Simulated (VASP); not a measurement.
# GaN (Pm-3m) in VASP: notebook, part 2 of 3

VASP 6.6.1. The steps go on from the part before.

### Step 3. Single point, PBE

This run uses another cell than the first one, of 8.49 Å³/atom, 0.800 times its volume.

The input, INCAR:

```
PREC = Accurate
ENCUT = 600
EDIFF = 1E-6
ISMEAR = 0
SIGMA = 0.05
LREAL = F
LASPH = T
NELM = 120
ALGO = Normal
ISIF = 2
LWAVE = F
LCHARG = F
GGA = PE
NBANDS = 16
GGA_COMPAT = F
```

The input, KPOINTS:

```
regular mesh
0
Gamma
  6 6 6
```

The input, POSCAR:

```
GaN
1.0
    2.5703633984      0.0000000000      0.0000000000
    0.0000000000      2.5703633984      0.0000000000
    0.0000000000      0.0000000000      2.5703633984
Ga N
1 1
Direct
    0.0000000000      0.0000000000      0.0000000000
    0.5000000000      0.5000000000      0.5000000000
```

Potentials or basis: VASP PAW PBE potentials, release 64 (Ga_d, N).

The run is started by

```bash
cat potpaw_PBE.64/Ga_d/POTCAR potpaw_PBE.64/N/POTCAR > POTCAR
mpirun -np 1 vasp_std > vasp.out
```

OUTCAR:

```text
PREC = Accurate
   ENCUT = 600
   EDIFF = 1E-6
   ISMEAR = 0
   LREAL = F
   LASPH = T
   NELM = 120
   ISIF = 2
   GGA = PE

 ion  position               nearest neighbor table
   1  0.000  0.000  0.000-   2 2.23   2 2.23   2 2.23   2 2.23   2 2.23   2 2.23   2 2.23   2 2.23

   2  0.500  0.500  0.500-   1 2.23   1 2.23   1 2.23   1 2.23   1 2.23   1 2.23   1 2.23   1 2.23

  LATTYP: Found a simple cubic cell.
 ALAT       =     2.5703633984

  Lattice vectors:

 A1 = (   2.5703633984,   0.0000000000,   0.0000000000)
 A2 = (   0.0000000000,   2.5703633984,   0.0000000000)
 A3 = (   0.0000000000,   0.0000000000,   2.5703633984)

Analysis of symmetry for initial positions (statically):
=====================================================================
 Subroutine PRICEL returns:
 Original cell was already a primitive cell.

 Routine SETGRP: Setting up the symmetry group for a
 simple cubic supercell.

 Subroutine GETGRP returns: Found 48 space group operations
 (whereof 48 operations were pure point group operations)
 out of a pool of 48 trial point group operations.

The static configuration has the point symmetry O_h .

Analysis of symmetry for dynamics (positions and initial velocities):
=====================================================================
 Subroutine PRICEL returns:
 Original cell was already a primitive cell.

 Routine SETGRP: Setting up the symmetry group for a
 simple cubic supercell.

 Subroutine GETGRP returns: Found 48 space group operations
 (whereof 48 operations were pure point group operations)
 out of a pool of 48 trial point group operations.

The dynamic configuration has the point symmetry O_h .

 Subroutine INISYM returns: Found 48 space group operations
 (whereof 48 operations are pure point group operations),
 and found     1 'primitive' translations

----------------------------------------------------------------------------------------

                                     Primitive cell

  volume of cell :      16.9818

  direct lattice vectors                    reciprocal lattice vectors
     2.570363398  0.000000000  0.000000000     0.389050047  0.000000000  0.000000000
     0.000000000  2.570363398  0.000000000     0.000000000  0.389050047  0.000000000
     0.000000000  0.000000000  2.570363398     0.000000000  0.000000000  0.389050047

  length of vectors
     2.570363398  2.570363398  2.570363398     0.389050047  0.389050047  0.389050047

  position of ions in fractional coordinates (direct lattice)
     0.000000000  0.000000000  0.000000000
     0.500000000  0.500000000  0.500000000

  ion indices of the primitive-cell ions
   primitive index   ion index
                 1           1
                 2           2

----------------------------------------------------------------------------------------

 KPOINTS: regular mesh

Automatic generation of k-mesh.
 Grid dimensions read from file:
 generate k-points for:    6    6    6

 Generating k-lattice:

  Cartesian coordinates                     Fractional coordinates (reciprocal lattice)
     0.064841674  0.000000000  0.000000000     0.166666667  0.000000000  0.000000000
     0.000000000  0.064841674  0.000000000     0.000000000  0.166666667  0.000000000
     0.000000000  0.000000000  0.064841674     0.000000000  0.000000000  0.166666667

  Length of vectors
     0.064841674  0.064841674  0.064841674

  Shift w.r.t. Gamma in fractional coordinates (k-lattice)
     0.000000000  0.000000000  0.000000000

 Subroutine IBZKPT returns following result:
 ===========================================

 Found     20 irreducible k-points:

 Following reciprocal coordinates:
            Coordinates               Weight
  0.000000  0.000000  0.000000      1.000000
  0.166667  0.000000  0.000000      6.000000
  0.333333  0.000000  0.000000      6.000000
  0.500000  0.000000  0.000000      3.000000
  0.166667  0.166667  0.000000     12.000000
  0.333333  0.166667  0.000000     24.000000
[... 12 lines left out ...]
  0.500000  0.500000  0.333333      6.000000
  0.500000  0.500000  0.500000      1.000000
   k-points           NKPTS =     20   k-points in BZ     NKDIM =     20   number of bands    NBANDS=     16
   number of dos      NEDOS =    301   number of ions     NIONS =      2
   total plane-waves  NPLWV =  13824
   dimension x,y,z NGX =    24 NGY =   24 NGZ =   24
   dimension x,y,z NGXF=    48 NGYF=   48 NGZF=   48
   ions per type =               1   1
   NGX,Y,Z   is equivalent  to a cutoff of  15.52, 15.52, 15.52 a.u.
   NGXF,Y,Z  is equivalent  to a cutoff of  31.05, 31.05, 31.05 a.u.
 SYSTEM =  unknown system
   PREC   = accura    normal or accurate (medium, high low for compatibility)
   ISTART =      0    job   : 0-new  1-cont  2-samecut
   ICHARG =      2    charge: 1-file 2-atom 10-const
   ISPIN  =      1    spin polarized calculation?
   LNONCOLLINEAR =      F non collinear calculations
   LSORBIT =      F    spin-orbit coupling
   LASPH  =      T    aspherical Exc in radial PAW
   ENCUT  =  600.0 eV  44.10 Ry    6.64 a.u.   5.13  5.13  5.13*2*pi/ulx,y,z
   NELM   =    120;   NELMIN=  2; NELMDL= -5     # of ELM steps
   EDIFF  = 0.1E-05   stopping-criterion for ELM
   LREAL  =      F    real-space projection
   EDIFFG = 0.1E-04   stopping-criterion for IOM
   NSW    =      0    number of steps for IOM
   IBRION =     -1    ionic relax: 0-MD 1-quasi-New 2-CG
   NFREE  =      0    steps in history (QN), initial steepest desc. (CG)
   ISIF   =      2    stress and relaxation
   ISYM   =      2    0-nonsym 1-usesym 2-fastsym
   POTIM  = 0.5000    time-step for ionic-motion
   TEBEG  =    0.0;   TEEND  =   0.0 temperature during run
   PSTRESS=    0.0 pullay stress
   NELECT =      18.0000    total number of electrons
   NUPDOWN=      -1.0000    fix difference up-down
   EMIN   =  10.00;   EMAX   =-10.00  energy-range for DOS
   EFERMI =   0.00;   METHOD = LEGACY
   ISMEAR =     0;   SIGMA  =   0.05  broadening in eV -4-tet -1-fermi 0-gaus
   EFERMI_NEDOS =   21; number of points for ismear=-14 and -15
   IALGO  =     38    algorithm
   IMIX   =      4    mixing-type and parameters
     AMIX     =   0.40;   BMIX     =  1.00
     AMIX_MAG =   1.60;   BMIX_MAG =  1.00
  volume/ion in A,a.u.               =       8.49        57.30
  Fermi-wavevector in a.u.,A,eV,Ry     =   1.669185  3.154302 37.908260  2.786179
  Thomas-Fermi vector in A             =   2.754902
   LORBIT       =      0    0 simple, 1 ext, 2 COOP (PROOUT), +10 PAW based schemes
   GGA     = PE    functional components
   LHFCALC =     F    Hartree Fock is set to
   AEXX    =    0.0000 exact exchange contribution
   IVDW    =     0    specifies the selected vdW correction
   LEPSILON=     F    determine dielectric tensor
   LRPA    =     F    only Hartree local field effects (RPA)
 non-spin polarized calculation
 Gauss-broadening in eV      SIGMA  =   0.05
  energy-cutoff  :      600.00
  volume of cell :       16.98
 maximum number of plane-waves:       587
 NGX is ok and might be reduce to    24
   NGX = 11   NGY = 11   NGZ = 11

 number of electron      18.0000012 magnetization

 Free energy of the ion-electron system (eV)
  ---------------------------------------------------
  ext. energy  EPLUGINS =         0.00000000
  ---------------------------------------------------
  free energy    TOTEN  =        -8.47243102 eV

  energy without entropy =       -8.46933875  energy(sigma->0) =       -8.47088489

 E-fermi :  10.5054     XC(G=0): -13.8518

 val. band max:       10.5009209818   @ k =   0.3333   0.3333   0.0000
 cond. band min:      10.5169866105   @ k =   0.5000   0.1667   0.0000
 fundamental gap:      0.0160656287
 Fermi energy:        10.5053867808

 k-point     1 :       0.0000    0.0000    0.0000
  band No.  band energies     occupation
      1      -8.8366      2.00000
      2      -5.5162      2.00000
      3      -5.5162      2.00000
      4      -4.7130      2.00000
      5      -4.7130      2.00000
      6      -4.7130      2.00000
[... 8 lines left out ...]
     15      26.4781      0.00000
     16      40.2008      0.00000
[... 343 lines left out ...]
 k-point    20 :       0.5000    0.5000    0.5000
  band No.  band energies     occupation
      1      -5.5058      2.00000
      2      -5.5058      2.00000
      3      -5.5058      2.00000
      4      -4.4978      2.00000
      5      -4.4978      2.00000
      6      -1.5957      2.00000
[... 8 lines left out ...]
     15      32.6520      0.00000
     16      32.6520      0.00000

------------------------ aborting loop because EDIFF is reached ----------------------------------------

  FORCE on cell =-STRESS in cart. coord.  units (eV):
  Direction    XX          YY          ZZ          XY          YZ          ZX
  --------------------------------------------------------------------------------------
  -------------------------------------------------------------------------------------
  Total        4.8591656      4.8591656      4.8591656      0.0000000      0.0000000      0.0000000
  in kB      458.4465390    458.4465390    458.4465390      0.0000000      0.0000000      0.0000000
  external PRESSURE =     458.4465390 kB  Pullay stress =       0.0000000 kB

 VOLUME and BASIS-vectors are now :
 -----------------------------------------------------------------------------
  energy-cutoff  :      600.00
  volume of cell :       16.98
      direct lattice vectors                 reciprocal lattice vectors
     2.570363398  0.000000000  0.000000000     0.389050047  0.000000000  0.000000000
     0.000000000  2.570363398  0.000000000     0.000000000  0.389050047  0.000000000
     0.000000000  0.000000000  2.570363398     0.000000000  0.000000000  0.389050047

 POSITION                                       TOTAL-FORCE (eV/Angst)
 -----------------------------------------------------------------------------------
      0.00000      0.00000      0.00000         0.000000      0.000000      0.000000
      1.28518      1.28518      1.28518         0.000000      0.000000      0.000000
 -----------------------------------------------------------------------------------
    total drift:                                0.000000      0.000000     -0.000000

  FREE ENERGIE OF THE ION-ELECTRON SYSTEM (eV)
  ---------------------------------------------------
  free  energy   TOTEN  =        -8.4724310229 eV

  energy  without entropy=       -8.4693387532  energy(sigma->0) =       -8.47088489
```

OSZICAR:

```text
N       E                     dE             d eps       ncg     rms          rms(c)
DAV:   1     0.793111366677E+02    0.79311E+02   -0.10082E+04   736   0.239E+03
DAV:   2    -0.570693106137E+01   -0.85018E+02   -0.79184E+02   744   0.338E+02
DAV:   3    -0.104055977799E+02   -0.46987E+01   -0.46816E+01   704   0.690E+01
DAV:   4    -0.104497923182E+02   -0.44195E-01   -0.44185E-01   776   0.704E+00
DAV:   5    -0.104502451154E+02   -0.45280E-03   -0.45280E-03   744   0.671E-01    0.788E+00
DAV:   6    -0.856757889623E+01    0.18827E+01   -0.67167E+00   944   0.492E+01    0.305E+00
DAV:   7    -0.849343558826E+01    0.74143E-01   -0.34974E-01   800   0.127E+01    0.148E+00
DAV:   8    -0.848051453519E+01    0.12921E-01   -0.81178E-02   768   0.421E+00    0.109E+00
DAV:   9    -0.847250743348E+01    0.80071E-02   -0.85343E-03   824   0.164E+00    0.152E-01
DAV:  10    -0.847244465835E+01    0.62775E-04   -0.58753E-04   824   0.282E-01    0.604E-02
DAV:  11    -0.847243050419E+01    0.14154E-04   -0.38410E-05   776   0.705E-02    0.879E-03
DAV:  12    -0.847243102287E+01   -0.51869E-06   -0.36004E-06   688   0.146E-02
   1 F= -.84724310E+01 E0= -.84708849E+01  d E =-.309227E-02
```

stdout:

```text
POSCAR found type information on POSCAR GaN
 POSCAR found :  2 types and       2 ions
 scaLAPACK will be used
 LDA part: xc-table for (Slater+PW92), standard interpolation
 POSCAR, INCAR and KPOINTS ok, starting setup
 FFT: planning ... GRIDC
 FFT: planning ... GRID_SOFT
 FFT: planning ... GRID
 WAVECAR not read
 entering main loop
```

Run time: 14 s. Hardware: 1 thread of Intel Xeon 8259CL, shared host; peak memory 0.14 GiB.

What came out:

```yaml
Free_energy: -8.4724 eV
Pressure: 45.8 GPa
Band_gap_on_the_k_mesh: zero (band 9 reaches 10.52 eV, above the bottom of band 10 at 9.62 eV)
```

Caveat: the k points lie up to 0.41 Å⁻¹ apart.

(Continued in part 3 of 3.)
